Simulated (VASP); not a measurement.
Here is a VASP 6.6.1 calculation.

INCAR

```
SYSTEM = Al3SiPd2
PREC = Accurate
ENCUT = 520
EDIFF = 1E-6
ISMEAR = 0
SIGMA = 0.1
LREAL = .False.
LASPH = .True.
NELM = 100
ALGO = Normal
ISIF = 2
LWAVE = .False.
LCHARG = .True.
GGA = PE
LELF = .True.
LVHAR = .True.
NBANDS = 26
```

File KPOINTS:

```
Automatic mesh
0
Gamma
  4 4 4
  0 0 0
```

Contents of POSCAR:

```
Al3SiPd2
1.0
    4.8719678817      0.0000000000      0.0000000000
    0.0000000000      4.8719678817      0.0000000000
    0.0000000000      0.0000000000      5.2307322626
Al Si Pd
3 1 2
Direct
    0.0000000000      0.5000000000      0.5000000000
    0.5000000000      0.0000000000      0.5000000000
    0.0000000000      0.0000000000      0.0000000000
    0.0000000000      0.0000000000      0.5000000000
    0.5000000000      0.5000000000      0.5000000000
    0.5000000000      0.5000000000      0.0000000000
```

Potentials or basis: VASP PAW PBE potentials, release 64 (Al, Si, Pd).

Run with:

```console
$ cat potpaw_PBE.64/Al/POTCAR potpaw_PBE.64/Si/POTCAR potpaw_PBE.64/Pd/POTCAR > POTCAR
$ mpirun -np 1 vasp_std > vasp.out
```

What does it give for the pressure?

0.2 GPa.

Predict the band gap on the k mesh.

zero (an odd number of electrons rules out a gap without spin polarisation).
